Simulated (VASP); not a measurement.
# BiTe (Fm-3m) in VASP: vibrations by perturbation theory with PBE

Aim: the vibrations by perturbation theory of BiTe with PBE.

All numbers are computed with VASP 6.6.1; they aren't measurements. Logs are shortened: lines on timing, memory, paths and dates and some standing lists are left out, and cuts for length are marked.

### 1 The cell of the first run

Symmetry: Fm-3m, No. 225, cubic system. Conventional cell: a = 6.502 Å, b = 6.502 Å, c = 6.502 Å, α = 90.00°, β = 90.00°, γ = 90.00°. Bi (site symmetry m-3m) has 6 Te at 3.25 Å within 4.3 Å. Within 4.3 Å of Te (site symmetry m-3m) lie 6 Bi at 3.25 Å.

### 2 Vibrations by perturbation theory, PBE

INCAR

```
  PREC = Accurate
  ENCUT = 520
  EDIFF = 1E-8
  ISMEAR = 0
  SIGMA = 0.15
  LREAL = F
  LASPH = T
  NELM = 60
  ALGO = Normal
  ISIF = 2
  LWAVE = F
  LCHARG = F
  GGA = PE
  IBRION = 8
  NSW = 1
```

KPOINTS

```
Automatic mesh
0
Gamma
  12 12 12
```

POSCAR

```
BiTe
1.0
    0.0000000000      3.2511939987      3.2511939987
    3.2511939987      0.0000000000      3.2511939987
    3.2511939987      3.2511939987      0.0000000000
Bi Te
1 1
Direct
    0.0000000000      0.0000000000      0.0000000000
    0.5000000000      0.5000000000      0.5000000000
```

Potentials or basis: VASP PAW PBE potentials, release 64 (Bi_d, Te).

On the command line:

```console
cat potpaw_PBE.64/Bi_d/POTCAR potpaw_PBE.64/Te/POTCAR > POTCAR
mpirun -np 1 vasp_std > vasp.out
```

OUTCAR:

```text
PREC = Accurate
   ENCUT = 520
   EDIFF = 1E-8
   ISMEAR = 0
   LREAL = F
   LASPH = T
   NELM = 60
   ISIF = 2
   GGA = PE
   IBRION = 8
   NSW = 1

 ion  position               nearest neighbor table
   1  0.000  0.000  0.000-   2 3.25   2 3.25   2 3.25   2 3.25   2 3.25   2 3.25
   2  0.500  0.500  0.500-   1 3.25   1 3.25   1 3.25   1 3.25   1 3.25   1 3.25

  LATTYP: Found a face centered cubic cell.
 ALAT       =     6.5023879974

  Lattice vectors:

 A1 = (   0.0000000000,   3.2511939987,   3.2511939987)
 A2 = (   3.2511939987,   0.0000000000,   3.2511939987)
 A3 = (   3.2511939987,   3.2511939987,   0.0000000000)

Analysis of symmetry for initial positions (statically):
=====================================================================
 Subroutine PRICEL returns:
 Original cell was already a primitive cell.

 Routine SETGRP: Setting up the symmetry group for a
 face centered cubic supercell.

 Subroutine GETGRP returns: Found 48 space group operations
 (whereof 48 operations were pure point group operations)
 out of a pool of 48 trial point group operations.

The static configuration has the point symmetry O_h .

Analysis of symmetry for dynamics (positions and initial velocities):
=====================================================================
 Subroutine PRICEL returns:
 Original cell was already a primitive cell.

 Routine SETGRP: Setting up the symmetry group for a
 face centered cubic supercell.

 Subroutine GETGRP returns: Found 48 space group operations
 (whereof 48 operations were pure point group operations)
 out of a pool of 48 trial point group operations.

The dynamic configuration has the point symmetry O_h .

 Subroutine INISYM returns: Found 48 space group operations
 (whereof 48 operations are pure point group operations),
 and found     1 'primitive' translations

----------------------------------------------------------------------------------------

                                     Primitive cell

  volume of cell :      68.7319

  direct lattice vectors                    reciprocal lattice vectors
     0.000000000  3.251193999  3.251193999    -0.153789654  0.153789654  0.153789654
     3.251193999  0.000000000  3.251193999     0.153789654 -0.153789654  0.153789654
     3.251193999  3.251193999  0.000000000     0.153789654  0.153789654 -0.153789654

  length of vectors
     4.597882647  4.597882647  4.597882647     0.266371494  0.266371494  0.266371494

  position of ions in fractional coordinates (direct lattice)
     0.000000000  0.000000000  0.000000000
     0.500000000  0.500000000  0.500000000

  ion indices of the primitive-cell ions
   primitive index   ion index
                 1           1
                 2           2

----------------------------------------------------------------------------------------

 KPOINTS: Automatic mesh

Automatic generation of k-mesh.
 Grid dimensions read from file:
 generate k-points for:   12   12   12

 Generating k-lattice:

  Cartesian coordinates                     Fractional coordinates (reciprocal lattice)
    -0.012815804  0.012815804  0.012815804     0.083333333  0.000000000  0.000000000
     0.012815804 -0.012815804  0.012815804     0.000000000  0.083333333  0.000000000
     0.012815804  0.012815804 -0.012815804     0.000000000  0.000000000  0.083333333

  Length of vectors
     0.022197625  0.022197625  0.022197625

  Shift w.r.t. Gamma in fractional coordinates (k-lattice)
     0.000000000  0.000000000  0.000000000

 Subroutine IBZKPT returns following result:
 ===========================================

 Found     72 irreducible k-points:

[... 85 lines left out ...]

 number of electron      20.9999996 magnetization

 Free energy of the ion-electron system (eV)
  ---------------------------------------------------
  ext. energy  EPLUGINS =         0.00000000
  ---------------------------------------------------
  free energy    TOTEN  =        -7.18354756 eV

  energy without entropy =       -7.16821052  energy(sigma->0) =       -7.17587904

 E-fermi :   6.4668     XC(G=0):  -9.3680

 val. band max:        6.4451932151   @ k =  -0.2500   0.2500   0.0000
 cond. band min:       6.4993398548   @ k =   0.2500   0.1667   0.0000
 fundamental gap:      0.0541466397
 Fermi energy:         6.4667626315

 k-point     1 :       0.0000    0.0000    0.0000
  band No.  band energies     occupation
      1     -16.6769      2.00000
      2     -16.6769      2.00000
      3     -16.6746      2.00000
      4     -16.6746      2.00000
      5     -16.6746      2.00000
      6      -6.9515      2.00000
      7      -1.7147      2.00000
      8       3.9636      2.00000
      9       3.9636      2.00000
     10       3.9636      2.00000
     11       8.5918      0.00000
     12       8.5918      0.00000
     13       8.5918      0.00000
     14      11.1622      0.00000
[... 377 lines left out ...]
      1     -16.6823      2.00000
      2     -16.6796      2.00000
      3     -16.6719      2.00000
      4     -16.6690      2.00000
      5     -16.6679      2.00000
      6      -5.0134      2.00000
      7      -4.5525      2.00000
      8       2.7048      2.00000
      9       3.9878      2.00000
     10       4.0785      2.00000
     11       6.6652      0.06131
     12       6.6735      0.05129
     13       8.3486      0.00000
     14      12.6224      0.00000

 [... further k-points ...]

------------------------ aborting loop because EDIFF is reached ----------------------------------------

  FORCE on cell =-STRESS in cart. coord.  units (eV):
  Direction    XX          YY          ZZ          XY          YZ          ZX
  --------------------------------------------------------------------------------------
  -------------------------------------------------------------------------------------
  Total       -0.0148266     -0.0148266     -0.0148266     -0.0000000      0.0000000      0.0000000
  in kB       -0.3456155     -0.3456155     -0.3456155     -0.0000000      0.0000000      0.0000000
  external PRESSURE =      -0.3456155 kB  Pullay stress =       0.0000000 kB

 VOLUME and BASIS-vectors are now :
 -----------------------------------------------------------------------------
  energy-cutoff  :      520.00
  volume of cell :       68.73
      direct lattice vectors                 reciprocal lattice vectors
     0.000000000  3.251193999  3.251193999    -0.153789654  0.153789654  0.153789654
     3.251193999  0.000000000  3.251193999     0.153789654 -0.153789654  0.153789654
     3.251193999  3.251193999  0.000000000     0.153789654  0.153789654 -0.153789654

 POSITION                                       TOTAL-FORCE (eV/Angst)
 -----------------------------------------------------------------------------------
      0.00000      0.00000      0.00000         0.000000      0.000000     -0.000000
      3.25119      3.25119      3.25119        -0.000000      0.000000      0.000000
 -----------------------------------------------------------------------------------
    total drift:                               -0.000000      0.000000      0.000000

  FREE ENERGIE OF THE ION-ELECTRON SYSTEM (eV)
  ---------------------------------------------------
  free  energy   TOTEN  =        -7.1835475635 eV

  energy  without entropy=       -7.1682105179  energy(sigma->0) =       -7.17587904

[... ionic steps 2 to 3 ...]

--------------------------------------- Ionic step        4  -------------------------------------------

------------------------ aborting loop because EDIFF is reached ----------------------------------------

[... ionic steps 5 to 6 ...]

--------------------------------------- Ionic step        7  -------------------------------------------

 Free energy of the ion-electron system (eV)
  ---------------------------------------------------
  ---------------------------------------------------
  free energy    TOTEN  =        -0.04685332 eV

  energy without entropy =       -0.04685333

------------------------ aborting loop because EDIFF is reached ----------------------------------------

 INTERNAL STRAIN TENSOR  FOR ION    2  DIRECTION 1   (eV/Angst):
 -----------------------------------------------------------------------------
     0.03356  0.00000  0.00000
     0.00000  0.00110  0.00000
     0.00000  0.00000  0.00110

 INTERNAL STRAIN TENSOR FOR ION    2 for displacements in x,y,z  (eV/Angst):
          X           Y           Z          XY          YZ          ZX
  --------------------------------------------------------------------------------
  x     0.00000     0.00000     0.00000     0.00000     0.00000     0.00000
  y     0.00000     0.00000     0.00000     0.00000     0.00000     0.00000
  z     0.00000     0.00000     0.00000     0.00000     0.00000     0.00000

 SECOND DERIVATIVES (NOT SYMMETRIZED)
 ------------------------------------
               1X          1Y          1Z          2X          2Y          2Z
  1X    -2.174775    0.000000    0.000000    2.174775    0.000000    0.000000
  1Y     0.000000   -2.174775    0.000000    0.000000    2.174775    0.000000
  1Z     0.000000    0.000000   -2.174775    0.000000    0.000000    2.174775
  2X     2.200634    0.000000    0.000000   -2.200634    0.000000    0.000000
  2Y     0.000000    2.200634    0.000000    0.000000   -2.200634    0.000000
  2Z     0.000000    0.000000    2.200634    0.000000    0.000000   -2.200634

 Eigenvectors and eigenvalues of the dynamical matrix
 ----------------------------------------------------

   1 f  =    2.599701 THz    16.334403 2PiTHz   86.716689 cm-1    10.751494 meV
             X         Y         Z           dx          dy          dz
      0.000000  0.000000  0.000000    -0.570413   -0.185822    0.128180
      3.251194  3.251194  3.251194     0.734313    0.239216   -0.165011
[... 21 lines left out ...]
   6 f/i=    0.007444 THz     0.046769 2PiTHz    0.248291 cm-1     0.030784 meV
             X         Y         Z           dx          dy          dz
      0.000000  0.000000  0.000000    -0.167457    0.628092    0.448473
      3.251194  3.251194  3.251194    -0.130080    0.487900    0.348373

--------------------------------------------------------------------------------------------------------

 ELASTIC MODULI CONTR FROM IONIC RELAXATION (kBar)
 Direction    XX          YY          ZZ          XY          YZ          ZX
 --------------------------------------------------------------------------------
 XX           0.0000      0.0000      0.0000      0.0000      0.0000      0.0000
 YY           0.0000      0.0000      0.0000      0.0000      0.0000      0.0000
 ZZ           0.0000      0.0000      0.0000      0.0000      0.0000      0.0000
 XY           0.0000      0.0000      0.0000      0.0000      0.0000      0.0000
 YZ           0.0000      0.0000      0.0000      0.0000      0.0000      0.0000
 ZX           0.0000      0.0000      0.0000      0.0000      0.0000      0.0000
 --------------------------------------------------------------------------------
```

It took 7.1 min on 1 thread of Intel Xeon Platinum 8259CL at 2.50GHz (Skylake/Cascade Lake), shared host; peak memory 0.51 GiB.

Results:

| Quantity | Value |
| --- | --- |
| Highest phonon frequency at Γ, LO-TO splitting left out | 87 cm⁻¹ |

Phonon frequencies in cm⁻¹ (negative: imaginary):
| q point | frequencies |
| --- | --- |
| (0.000, 0.000, 0.000) | 0 0 0 87 87 87 |

Caveat: spin-orbit coupling is left out, which moves the levels of the heavy elements.
